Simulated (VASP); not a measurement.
# BN (P6_3/mmc) in VASP: further runs

Runs on BN. Level: PBE+D3(BJ). Tasks: single point.

All numbers are computed with VASP 6.6.1; they aren't measurements. Logs are shortened: lines on timing, memory, paths and dates and some standing lists are left out, and cuts for length are marked.

## Step 1: The cell of the first run

Symmetry: P6_3/mmc, No. 194, hexagonal system. Conventional cell: a = 2.506 Å, b = 2.506 Å, c = 6.617 Å, α = 90.00°, β = 90.00°, γ = 120.00°. B (site symmetry -6m2) has 3 N at 1.45 Å within 1.9 Å. N (site symmetry -6m2) has 3 B at 1.45 Å within 1.9 Å.

## Step 2: Single point, PBE+D3(BJ)

INCAR reads:

```
SYSTEM = BN
ALGO     = Normal         ! electronic algorithm
EDIFF    = 1E-7           ! SCF threshold, eV
ENCUT    = 520            ! plane-wave cutoff, eV
GGA      = PE             ! functional
ISIF     = 2              ! what is computed and relaxed
ISMEAR   = 0              ! smearing method
IVDW     = 12             ! dispersion correction
LASPH    = .TRUE.         ! aspherical terms in the spheres
LCHARG   = .FALSE.        ! write CHGCAR
LREAL    = .FALSE.        ! projectors in reciprocal space
LWAVE    = .FALSE.        ! write WAVECAR
NBANDS   = 16             ! bands
NELM     = 60             ! most SCF steps
PREC     = Accurate       ! precision mode
SIGMA    = 0.05           ! smearing width, eV
```

KPOINTS reads:

```
k-points
0
G
  12 12 4
  0 0 0
```

POSCAR reads:

```
BN
1.0
    2.5064381127      0.0000000000      0.0000000000
   -1.2532190564      2.1706390786      0.0000000000
    0.0000000000      0.0000000000      6.6168474520
B N
2 2
Direct
    0.3333333333      0.6666666667      0.2500000000
    0.6666666667      0.3333333333      0.7500000000
    0.3333333333      0.6666666667      0.7500000000
    0.6666666667      0.3333333333      0.2500000000
```

Potentials or basis: VASP PAW PBE potentials, release 64 (B, N).

Command:

```bash
cat potpaw_PBE.64/B/POTCAR potpaw_PBE.64/N/POTCAR > POTCAR
mpirun -np 1 vasp_std > vasp.out
```

OUTCAR:

```text
SYSTEM = BN
   EDIFF = 1E-7
   ENCUT = 520
   GGA = PE
   ISIF = 2
   ISMEAR = 0
   IVDW = 12
   LASPH = .TRUE.
   LREAL = .FALSE.
   NELM = 60
   PREC = Accurate
 IVDW          = 12

 ion  position               nearest neighbor table
   1  0.333  0.667  0.250-   4 1.45   4 1.45   4 1.45
   2  0.667  0.333  0.750-   3 1.45   3 1.45   3 1.45
   3  0.333  0.667  0.750-   2 1.45   2 1.45   2 1.45
   4  0.667  0.333  0.250-   1 1.45   1 1.45   1 1.45

  LATTYP: Found a hexagonal cell.
 ALAT       =     2.5064381127
 C/A-ratio  =     2.6399404870

  Lattice vectors:

 A1 = (   2.5064381127,   0.0000000000,   0.0000000000)
 A2 = (  -1.2532190564,   2.1706390786,   0.0000000000)
 A3 = (   0.0000000000,   0.0000000000,   6.6168474520)

Analysis of symmetry for initial positions (statically):
=====================================================================
 Subroutine PRICEL returns:
 Original cell was already a primitive cell.

 Routine SETGRP: Setting up the symmetry group for a
 hexagonal supercell.

 Subroutine GETGRP returns: Found 24 space group operations
 (whereof 12 operations were pure point group operations)
 out of a pool of 24 trial point group operations.

The static configuration has the point symmetry D_3d.
 The point group associated with its full space group is D_6h.

Analysis of symmetry for dynamics (positions and initial velocities):
=====================================================================
 Subroutine PRICEL returns:
 Original cell was already a primitive cell.

 Routine SETGRP: Setting up the symmetry group for a
 hexagonal supercell.

 Subroutine GETGRP returns: Found 24 space group operations
 (whereof 12 operations were pure point group operations)
 out of a pool of 24 trial point group operations.

The dynamic configuration has the point symmetry D_3d.
 The point group associated with its full space group is D_6h.

 Subroutine INISYM returns: Found 24 space group operations
 (whereof 12 operations are pure point group operations),
 and found     1 'primitive' translations

----------------------------------------------------------------------------------------

                                     Primitive cell

  volume of cell :      35.9994

  direct lattice vectors                    reciprocal lattice vectors
     2.506438113  0.000000000  0.000000000     0.398972548  0.230346908  0.000000000
    -1.253219056  2.170639079  0.000000000     0.000000000  0.460693816  0.000000000
[... 94 lines left out ...]
   NFREE  =      0    steps in history (QN), initial steepest desc. (CG)
   ISIF   =      2    stress and relaxation
   ISYM   =      2    0-nonsym 1-usesym 2-fastsym
   POTIM  = 0.5000    time-step for ionic-motion
   TEBEG  =    0.0;   TEEND  =   0.0 temperature during run
   PSTRESS=    0.0 pullay stress
   NELECT =      16.0000    total number of electrons
   NUPDOWN=      -1.0000    fix difference up-down
   EMIN   =  10.00;   EMAX   =-10.00  energy-range for DOS
   EFERMI =   0.00;   METHOD = LEGACY
   ISMEAR =     0;   SIGMA  =   0.05  broadening in eV -4-tet -1-fermi 0-gaus
   EFERMI_NEDOS =   21; number of points for ismear=-14 and -15
   IALGO  =     38    algorithm
   IMIX   =      4    mixing-type and parameters
     AMIX     =   0.40;   BMIX     =  1.00
     AMIX_MAG =   1.60;   BMIX_MAG =  1.00
  volume/ion in A,a.u.               =       9.00        60.73
  Fermi-wavevector in a.u.,A,eV,Ry     =   1.249347  2.360923 21.236882  1.560867
  Thomas-Fermi vector in A             =   2.383391
   LORBIT       =      0    0 simple, 1 ext, 2 COOP (PROOUT), +10 PAW based schemes
   GGA     = PE    functional components
   LHFCALC =     F    Hartree Fock is set to
   AEXX    =    0.0000 exact exchange contribution
   IVDW    =    12    specifies the selected vdW correction
   LEPSILON=     F    determine dielectric tensor
   LRPA    =     F    only Hartree local field effects (RPA)
 non-spin polarized calculation
 Gauss-broadening in eV      SIGMA  =   0.05
  energy-cutoff  :      520.00
  volume of cell :       36.00
 maximum number of plane-waves:       992
 NGX is ok and might be reduce to    20
   NGX =  9   NGY =  9   NGZ = 25

 number of electron      15.9999997 magnetization

 Free energy of the ion-electron system (eV)
  ---------------------------------------------------
  ext. energy  EPLUGINS =         0.00000000
  ---------------------------------------------------
  free energy    TOTEN  =       -35.15177480 eV

  energy without entropy =      -35.15177480  energy(sigma->0) =      -35.15177480

 E-fermi :   2.5410     XC(G=0): -10.0873

 val. band max:        2.2887619512   @ k =   0.3333   0.3333   0.5000
 cond. band min:       6.5557225000   @ k =   0.5000   0.0000   0.0000
 fundamental gap:      4.2669605488
 Fermi energy:         2.5410229520

 k-point     1 :       0.0000    0.0000    0.0000
  band No.  band energies     occupation
      1     -15.4958      2.00000
      2     -15.1930      2.00000
      3      -3.9254      2.00000
      4      -1.7610      2.00000
      5       0.9552      2.00000
      6       0.9552      2.00000
[... 433 lines left out ...]
      3      -4.5917      2.00000
      4      -4.5316      2.00000
      5      -1.2867      2.00000
      6      -1.2415      2.00000
[... 8 lines left out ...]
     15      19.0779      0.00000
     16      20.8466      0.00000

 [... further k-points ...]

------------------------ aborting loop because EDIFF is reached ----------------------------------------

 Edisp (eV)   -0.56592

 E8    (eV) :    -0.1658

  FORCE on cell =-STRESS in cart. coord.  units (eV):
  Direction    XX          YY          ZZ          XY          YZ          ZX
  --------------------------------------------------------------------------------------
  -------------------------------------------------------------------------------------
  Total       0.03872     0.03872    -0.03409    -0.00000     0.00000     0.00000
  in kB       1.72326     1.72326    -1.51718    -0.00000     0.00000     0.00000
  external pressure =        0.64 kB  Pullay stress =        0.00 kB

 VOLUME and BASIS-vectors are now :
 -----------------------------------------------------------------------------
  energy-cutoff  :      520.00
  volume of cell :       36.00
      direct lattice vectors                 reciprocal lattice vectors
     2.506438113  0.000000000  0.000000000     0.398972548  0.230346908  0.000000000
    -1.253219056  2.170639079  0.000000000     0.000000000  0.460693816  0.000000000
     0.000000000  0.000000000  6.616847452     0.000000000  0.000000000  0.151129372

 POSITION                                       TOTAL-FORCE (eV/Angst)
 -----------------------------------------------------------------------------------
     -0.00000      1.44709      1.65421        -0.000000      0.000000      0.000000
      1.25322      0.72355      4.96264         0.000000     -0.000000      0.000000
     -0.00000      1.44709      4.96264        -0.000000      0.000000      0.000000
      1.25322      0.72355      1.65421        -0.000000     -0.000000      0.000000
 -----------------------------------------------------------------------------------
    total drift:                                0.000000     -0.000000      0.000000

  FREE ENERGIE OF THE ION-ELECTRON SYSTEM (eV)
  ---------------------------------------------------
  free  energy   TOTEN  =       -35.7176966902 eV

  energy  without entropy=      -35.7176966902  energy(sigma->0) =      -35.71769669
```

stdout:

```text
POSCAR found type information on POSCAR B N
 POSCAR found :  2 types and       4 ions
 scaLAPACK will be used
 LDA part: xc-table for (Slater+PW92), standard interpolation
 POSCAR, INCAR and KPOINTS ok, starting setup
 FFT: planning ... GRIDC
 FFT: planning ... GRID_SOFT
 FFT: planning ... GRID
 WAVECAR not read
 entering main loop
```

It took 14 s on 1 thread of Intel Xeon 6975P-C (Granite Rapids), shared host; peak memory 0.17 GiB.

What came out:

```
Free energy                : -35.7177 eV
Pressure                   : 0.1 GPa
Band gap on the k mesh     : 4.27 eV, indirect (least direct gap 4.63 eV)
Dispersion energy per atom : -0.141 eV
```

Stress tensor (GPa, compression positive):
```
 0.17  0.00  0.00
 0.00  0.17  0.00
 0.00  0.00 -0.15
```

Levels at points of the mesh, in eV from the valence-band top:
| k point | band 5 | band 6 | band 7 | band 8 | band 9 | band 10 | band 11 | band 12 |
| --- | --- | --- | --- | --- | --- | --- | --- | --- |
| (0.00, 0.00, 0.00) | -1.33 | -1.33 | -1.29 | -1.29 | 5.28 | 10.35 | 11.52 | 11.52 |
| (0.50, 0.00, 0.00) | -4.14 | -4.07 | -1.45 | -0.42 | 4.27 | 5.66 | 9.51 | 9.92 |
| (0.00, 0.00, 0.50) | -1.31 | -1.31 | -1.31 | -1.31 | 7.67 | 7.67 | 11.59 | 11.59 |
| (0.50, 0.00, 0.50) | -4.10 | -4.10 | -0.91 | -0.91 | 4.73 | 4.73 | 9.89 | 9.89 |

A k mesh can miss the band edges. As with any semilocal functional, this PBE gap is likely too small.

## Step 3: Single point, PBE+D3(BJ)

INCAR reads:

```
SYSTEM = BN
PREC = Accurate ; ENCUT = 520
EDIFF = 1E-7 ; ISMEAR = 0
SIGMA = 0.05 ; LREAL = .False.
LASPH = .True. ; NELM = 80
ALGO = Normal ; ISIF = 2
LWAVE = .False. ; LCHARG = .False.
GGA = PE ; IVDW = 12
NBANDS = 16
```

KPOINTS reads:

```
regular mesh
0
Gamma
  12 12 4
  0 0 0
```

POSCAR reads:

```
BN
1.0
    2.5064380638      0.0000000000      0.0000000000
   -1.2532190319      2.1706390363      0.0000000000
    0.0000000000      0.0000000000      6.6168480153
B N
2 2
Direct
    0.3333333333      0.6666666667      0.2500000000
    0.6666666667      0.3333333333      0.7500000000
    0.3333333333      0.6666666667      0.7500000000
    0.6666666667      0.3333333333      0.2500000000
```

Potentials or basis: VASP PAW PBE potentials, release 64 (B, N).

Command:

```bash
cat potpaw_PBE.64/B/POTCAR potpaw_PBE.64/N/POTCAR > POTCAR
mpirun -np 1 vasp_std > vasp.out
```

It took 60 s on 1 thread of AMD EPYC 7R13, shared host; peak memory 0.14 GiB.

The run converged. Its results:

```yaml
Free_energy: -35.7177 eV
Pressure: 0.1 GPa
Band_gap_on_the_k_mesh: 4.27 eV, indirect (least direct gap 4.63 eV)
Dispersion_energy_per_atom: -0.141 eV
```

Stress tensor (GPa, compression positive):
```
 0.17  0.00  0.00
 0.00  0.17  0.00
 0.00  0.00 -0.15
```

Levels at points of the mesh, in eV from the valence-band top:
| k point | band 5 | band 6 | band 7 | band 8 | band 9 | band 10 | band 11 | band 12 |
| --- | --- | --- | --- | --- | --- | --- | --- | --- |
| (0.00, 0.00, 0.00) | -1.33 | -1.33 | -1.29 | -1.29 | 5.28 | 10.35 | 11.52 | 11.52 |
| (0.50, 0.00, 0.00) | -4.14 | -4.07 | -1.45 | -0.42 | 4.27 | 5.66 | 9.51 | 9.92 |
| (0.00, 0.00, 0.50) | -1.31 | -1.31 | -1.31 | -1.31 | 7.67 | 7.67 | 11.59 | 11.59 |
| (0.50, 0.00, 0.50) | -4.10 | -4.10 | -0.91 | -0.91 | 4.73 | 4.73 | 9.89 | 9.89 |

A k mesh can miss the band edges.
